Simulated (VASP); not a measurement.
# In (C2/m) in VASP: a series of runs, part 2 of 2

VASP 6.6.1. The steps go on from the part before.

### Step 4. Single point, PBE

File INCAR:

```
SYSTEM = In
ALGO = Normal
EDIFF = 1E-6
ENCUT = 520
GGA = PE
ISIF = 2
ISMEAR = -1
LASPH = .TRUE.
LCHARG = .FALSE.
LREAL = .FALSE.
LWAVE = .FALSE.
NBANDS = 12
NELM = 80
PREC = Accurate
SIGMA = 0.1
```

File KPOINTS:

```
k-points
0
G
  16 16 20
  0 0 0
```

File POSCAR:

```
In
1.0
   -1.6482197047      1.6973406184      2.5249789927
    1.6973406184     -1.6482197047      2.5249789927
    1.6043570008      1.6043570008     -2.4927016059
In
1
Direct
    0.0000000000      0.0000000000      0.0000000000
```

Potentials or basis: VASP PAW PBE potentials, release 64 (In_d).

On the command line:

```sh
> cat potpaw_PBE.64/In_d/POTCAR > POTCAR
> mpirun -np 1 vasp_std > vasp.out
```

OUTCAR:

```text
SYSTEM = In
   EDIFF = 1E-6
   ENCUT = 520
   GGA = PE
   ISIF = 2
   ISMEAR = -1
   LASPH = .TRUE.
   LREAL = .FALSE.
   NELM = 80
   PREC = Accurate

 ion  position               nearest neighbor table
   1  0.000  0.000  0.000-

  Warning from LATTYP: Got some problem with cell dimensions!
  Tried to take original basis but could not verify dimensions!
  LATTYP: Found a base centered monoclinic cell.
 ALAT       =     4.6077265532
 B/A-ratio  =     1.0268267285
 C/A-ratio  =     0.7315277982
 COS(beta)  =    -0.6627023839

  Lattice vectors:

 A1 = (   0.0438627039,  -3.3016976192,  -0.0322773868)
 A2 = (  -3.3016976192,   0.0438627039,  -0.0322773868)
 A3 = (   1.6043570008,   1.6043570008,  -2.4927016059)

Analysis of symmetry for initial positions (statically):
=====================================================================
 Subroutine PRICEL returns:
 Original cell was already a primitive cell.

 Routine SETGRP: Setting up the symmetry group for a
 base centered monoclinic supercell.

 Subroutine GETGRP returns: Found  4 space group operations
 (whereof  4 operations were pure point group operations)
 out of a pool of  4 trial point group operations.

The static configuration has the point symmetry C_2h.

Analysis of symmetry for dynamics (positions and initial velocities):
=====================================================================
 Subroutine PRICEL returns:
 Original cell was already a primitive cell.

 Routine SETGRP: Setting up the symmetry group for a
 base centered monoclinic supercell.

 Subroutine GETGRP returns: Found  4 space group operations
 (whereof  4 operations were pure point group operations)
 out of a pool of  4 trial point group operations.

The dynamic configuration has the point symmetry C_2h.

 Subroutine INISYM returns: Found  4 space group operations
 (whereof  4 operations are pure point group operations),
 and found     1 'primitive' translations

----------------------------------------------------------------------------------------

                                     Primitive cell

  volume of cell :      27.5152

  direct lattice vectors                    reciprocal lattice vectors
    -1.648219705  1.697340618  2.524978993     0.002091654  0.300995246  0.195073325
     1.697340618 -1.648219705  2.524978993     0.300995246  0.002091654  0.195073325
     1.604357001  1.604357001 -2.492701606     0.307011499  0.307011499 -0.005972598

  length of vectors
     3.460218531  3.460218531  3.370680060     0.358686654  0.358686654  0.434220903

  position of ions in fractional coordinates (direct lattice)
     0.000000000  0.000000000  0.000000000

  ion indices of the primitive-cell ions
   primitive index   ion index
                 1           1

----------------------------------------------------------------------------------------

 KPOINTS: k-points

Automatic generation of k-mesh.
 Grid dimensions read from file:
 generate k-points for:   16   16   20

 Generating k-lattice:

  Cartesian coordinates                     Fractional coordinates (reciprocal lattice)
     0.000130728  0.018812203  0.012192083     0.062500000  0.000000000 -0.000000000
     0.018812203  0.000130728  0.012192083     0.000000000  0.062500000 -0.000000000
     0.015350575  0.015350575 -0.000298630    -0.000000000 -0.000000000  0.050000000

  Length of vectors
     0.022417916  0.022417916  0.021711045

  Shift w.r.t. Gamma in fractional coordinates (k-lattice)
     0.000000000  0.000000000  0.000000000

 Subroutine IBZKPT returns following result:
 ===========================================

 Found   1370 irreducible k-points:

 Following reciprocal coordinates:
            Coordinates               Weight
  0.000000  0.000000  0.000000      1.000000
  0.062500 -0.000000 -0.000000      4.000000
  0.125000 -0.000000 -0.000000      4.000000
  0.187500 -0.000000  0.000000      4.000000
  0.250000 -0.000000 -0.000000      4.000000
  0.312500 -0.000000 -0.000000      4.000000
[... 16 lines left out ...]
 -0.125000  0.062500  0.000000      4.000000
 -0.062500  0.062500  0.000000      2.000000
 [... further k-points ...]
   k-points           NKPTS =   1370   k-points in BZ     NKDIM =   1370   number of bands    NBANDS=     12
   number of dos      NEDOS =    301   number of ions     NIONS =      1
   total plane-waves  NPLWV =  21952
   dimension x,y,z NGX =    28 NGY =   28 NGZ =   28
   dimension x,y,z NGXF=    56 NGYF=   56 NGZF=   56
   ions per type =               1
   NGX,Y,Z   is equivalent  to a cutoff of  13.45, 13.45, 13.81 a.u.
   NGXF,Y,Z  is equivalent  to a cutoff of  26.91, 26.91, 27.62 a.u.
 SYSTEM =  In
   PREC   = accura    normal or accurate (medium, high low for compatibility)
   ISTART =      0    job   : 0-new  1-cont  2-samecut
   ICHARG =      2    charge: 1-file 2-atom 10-const
   ISPIN  =      1    spin polarized calculation?
   LNONCOLLINEAR =      F non collinear calculations
   LSORBIT =      F    spin-orbit coupling
   LASPH  =      T    aspherical Exc in radial PAW
   ENCUT  =  520.0 eV  38.22 Ry    6.18 a.u.   6.43  6.43  6.27*2*pi/ulx,y,z
   NELM   =     80;   NELMIN=  2; NELMDL= -5     # of ELM steps
   EDIFF  = 0.1E-05   stopping-criterion for ELM
   LREAL  =      F    real-space projection
   EDIFFG = 0.1E-04   stopping-criterion for IOM
   NSW    =      0    number of steps for IOM
   IBRION =     -1    ionic relax: 0-MD 1-quasi-New 2-CG
   NFREE  =      0    steps in history (QN), initial steepest desc. (CG)
   ISIF   =      2    stress and relaxation
   ISYM   =      2    0-nonsym 1-usesym 2-fastsym
   POTIM  = 0.5000    time-step for ionic-motion
   TEBEG  =    0.0;   TEEND  =   0.0 temperature during run
   PSTRESS=    0.0 pullay stress
   NELECT =      13.0000    total number of electrons
   NUPDOWN=      -1.0000    fix difference up-down
   EMIN   =  10.00;   EMAX   =-10.00  energy-range for DOS
   EFERMI =   0.00;   METHOD = LEGACY
   ISMEAR =    -1;   SIGMA  =   0.10  broadening in eV -4-tet -1-fermi 0-gaus
   EFERMI_NEDOS =   21; number of points for ismear=-14 and -15
   IALGO  =     38    algorithm
   IMIX   =      4    mixing-type and parameters
     AMIX     =   0.40;   BMIX     =  1.00
     AMIX_MAG =   1.60;   BMIX_MAG =  1.00
  volume/ion in A,a.u.               =      27.52       185.68
  Fermi-wavevector in a.u.,A,eV,Ry     =   1.275064  2.409521 22.120188  1.625788
  Thomas-Fermi vector in A             =   2.407797
   LORBIT       =      0    0 simple, 1 ext, 2 COOP (PROOUT), +10 PAW based schemes
   GGA     = PE    functional components
   LHFCALC =     F    Hartree Fock is set to
   AEXX    =    0.0000 exact exchange contribution
   IVDW    =     0    specifies the selected vdW correction
   LEPSILON=     F    determine dielectric tensor
   LRPA    =     F    only Hartree local field effects (RPA)
 non-spin polarized calculation
  energy-cutoff  :      520.00
  volume of cell :       27.52
 maximum number of plane-waves:       754
 NGX is ok and might be reduce to    28
   NGX = 13   NGY = 13   NGZ = 13

 number of electron      12.9999999 magnetization

 Free energy of the ion-electron system (eV)
  ---------------------------------------------------
  ext. energy  EPLUGINS =         0.00000000
  ---------------------------------------------------
  free energy    TOTEN  =        -2.56632480 eV

  energy without entropy =       -2.55006273  energy(sigma->0) =       -2.55819377

 E-fermi :   6.9637     XC(G=0): -10.0154

 val. band max:        6.9636385398   @ k =   0.1875   0.0625   0.4500
 cond. band min:       6.9644204608   @ k =   0.5000   0.3750   0.1000
 fundamental gap:      0.0007819210
 Fermi energy:         6.9637121338

 k-point     1 :       0.0000    0.0000    0.0000
  band No.  band energies     occupation
      1      -7.6927      2.00000
      2      -7.6098      2.00000
      3      -7.5762      2.00000
      4      -7.5278      2.00000
      5      -7.4292      2.00000
      6      -2.2411      2.00000
      7      16.7610      0.00000
      8      17.0148      0.00000
      9      17.4795      0.00000
     10      18.5313      0.00000
     11      20.2274      0.00000
     12      20.5663      0.00000
[... 331 lines left out ...]
 k-point    24 :      -0.0625    0.0625    0.0000
  band No.  band energies     occupation
      1      -7.6775      2.00000
      2      -7.6171      2.00000
      3      -7.5682      2.00000
      4      -7.5250      2.00000
      5      -7.4345      2.00000
      6      -2.1289      2.00000
      7      16.0798      0.00000
      8      16.5791      0.00000
      9      16.8085      0.00000
     10      17.9792      0.00000
     11      21.0409      0.00000
     12      21.3200      0.00000

 [... further k-points ...]

------------------------ aborting loop because EDIFF is reached ----------------------------------------

  FORCE on cell =-STRESS in cart. coord.  units (eV):
  Direction    XX          YY          ZZ          XY          YZ          ZX
  --------------------------------------------------------------------------------------
  -------------------------------------------------------------------------------------
  Total        0.0029860      0.0029860     -0.0171327      0.0144180     -0.0229393     -0.0229393
  in kB        0.1738711      0.1738711     -0.9976187      0.8395438     -1.3357277     -1.3357296
  external PRESSURE =      -0.2166255 kB  Pullay stress =       0.0000000 kB

 VOLUME and BASIS-vectors are now :
 -----------------------------------------------------------------------------
  energy-cutoff  :      520.00
  volume of cell :       27.52
      direct lattice vectors                 reciprocal lattice vectors
    -1.648219705  1.697340618  2.524978993     0.002091654  0.300995246  0.195073325
     1.697340618 -1.648219705  2.524978993     0.300995246  0.002091654  0.195073325
     1.604357001  1.604357001 -2.492701606     0.307011499  0.307011499 -0.005972598

 POSITION                                       TOTAL-FORCE (eV/Angst)
 -----------------------------------------------------------------------------------
      0.00000      0.00000      0.00000         0.000000      0.000000      0.000000
 -----------------------------------------------------------------------------------
    total drift:                               -0.000000     -0.000000     -0.000000

  FREE ENERGIE OF THE ION-ELECTRON SYSTEM (eV)
  ---------------------------------------------------
  free  energy   TOTEN  =        -2.5663248006 eV

  energy  without entropy=       -2.5500627297  energy(sigma->0) =       -2.55819377
```

Wall time 2.7 min (1 thread of Intel Xeon Platinum 8559C (Emerald Rapids), shared host); peak memory 0.52 GiB.

Results:

```
Free energy            : -2.5663 eV
Pressure               : 0.0 GPa
Band gap on the k mesh : zero (an odd number of electrons rules out a gap without spin polarisation)
```

Levels at points of the mesh, in eV from the Fermi level:
| k point | band 3 | band 4 | band 5 | band 6 | band 7 | band 8 | band 9 | band 10 |
| --- | --- | --- | --- | --- | --- | --- | --- | --- |
| (0.00, 0.00, 0.00) | -14.54 | -14.49 | -14.39 | -9.20 | 9.80 | 10.05 | 10.52 | 11.57 |
| (0.50, 0.00, 0.00) | -14.54 | -14.33 | -14.29 | -4.42 | -3.20 | 7.42 | 8.86 | 11.20 |
| (0.50, 0.50, 0.00) | -14.32 | -14.31 | -14.22 | -1.97 | -1.93 | 3.38 | 4.26 | 6.75 |
| (0.00, 0.00, 0.50) | -14.33 | -14.29 | -14.23 | -1.65 | -1.52 | 3.25 | 3.64 | 6.54 |
| (0.50, 0.00, 0.50) | -14.54 | -14.32 | -14.28 | -4.14 | -3.11 | 6.93 | 8.70 | 10.71 |
| (0.50, 0.50, 0.50) | -14.31 | -14.29 | -14.27 | -3.03 | -2.52 | 4.58 | 4.72 | 7.96 |

Caveat: spin-orbit coupling is left out, which moves the levels of the heavy elements.

### Step 5. Single point, HSE06

File POSCAR:

```
In
1.0
   -1.6482196969      1.6973407377      2.5249786890
    1.6973407377     -1.6482196969      2.5249786890
    1.6043570184      1.6043570184     -2.4927012188
In
1
Direct
    0.0000000000      0.0000000000      0.0000000000
```

File INCAR.step1:

```
  PREC = Accurate
  ENCUT = 520
  EDIFF = 1E-5
  ISMEAR = -1
  SIGMA = 0.1
  LREAL = F
  LASPH = T
  NELM = 60
  ALGO = Normal
  ISIF = 2
  LWAVE = T
  NBANDS = 12
  GGA = PE
  KPAR = 4
```

File INCAR.step2:

```
  PREC = Accurate
  ENCUT = 520
  EDIFF = 1E-6
  ISMEAR = -1
  SIGMA = 0.1
  LREAL = F
  LASPH = T
  NELM = 60
  ALGO = Normal
  ISIF = 2
  LWAVE = F
  LCHARG = T
  GGA = PE
  LHFCALC = T
  HFSCREEN = 0.2079
  PRECFOCK = Normal
  LVHAR = T
  NBANDS = 12
  ISTART = 1
  KPAR = 4
```

File KPOINTS:

```
regular mesh
0
Gamma
  6 6 7
```

On the command line:

```sh
> cat potpaw_PBE.64/In_d/POTCAR > POTCAR
> cp INCAR.step1 INCAR
> mpirun -np 4 vasp_std > vasp.out
> cp INCAR.step2 INCAR
> mpirun -np 4 vasp_std > vasp.out
```

Run time: 12 min. Hardware: 4 MPI ranks of Intel Xeon Platinum 8488C (Sapphire Rapids), shared host; peak memory 0.27 GiB.

Results (log left out):

- Free energy: -2.9154 eV
- Pressure: -1.6 GPa
- Band gap on the k mesh: zero (an odd number of electrons rules out a gap without spin polarisation)

Stress tensor (GPa, compression positive):
```
-2.49  0.20 -0.69
 0.20 -2.49 -0.69
-0.69 -0.69  0.24
```

Levels at points of the mesh, in eV from the Fermi level:
```
           k point  band 4  band 5  band 6  band 7  band 8  band 9
(0.00, 0.00, 0.00)  -16.65  -16.55  -10.54   10.61   10.86   11.38
(0.50, 0.00, 0.00)  -16.49  -16.44   -5.05   -3.76    8.07    9.61
(0.50, 0.50, 0.00)  -16.47  -16.38   -2.32   -2.17    3.71    4.65
```

Caveat: the k points lie up to 0.38 Å⁻¹ apart, too coarse for converged energies and pressures of a metal; the PAW data sets were made with another functional, which shifts forces and pressure a little; spin-orbit coupling is left out, which moves the levels of the heavy elements.

### Step 6. The runs side by side

| level | k mesh | smearing | grid for exact exchange (PRECFOCK) | share of exact exchange | screening parameter | gap on the mesh (eV) | pressure (GPa) |
| --- | --- | --- | --- | --- | --- | --- | --- |
| PBE | 11 × 11 × 14 | methfessel-paxton 1 eV | - | - | - | none | 0.0 |
| PBE | 12 × 12 × 14 | fermi-dirac 0.1 eV | - | - | - | none | 0.0 |
| PBE | 16 × 16 × 20 | fermi-dirac 0.1 eV | - | - | - | none | 0.0 |
| HSE06 | 6 × 6 × 7 | fermi-dirac 0.1 eV | Normal | 0.25 | 0.2079 1/Å | none | -1.6 |

Alike in all rows: task single point; potentials or basis VASP PAW PBE potentials, release 64 (In_d); no spin polarisation; cell as given; cutoff (eV) 520.

Caveats: some runs use coarse meshes; spin-orbit coupling is left out, which moves the levels of the heavy elements; so wide a smearing shifts energies and pressures (at least some runs); the PAW data sets were made with another functional, which shifts forces and pressure a little (at least some runs).

Absolute energies hang on the potentials; compare differences alone.
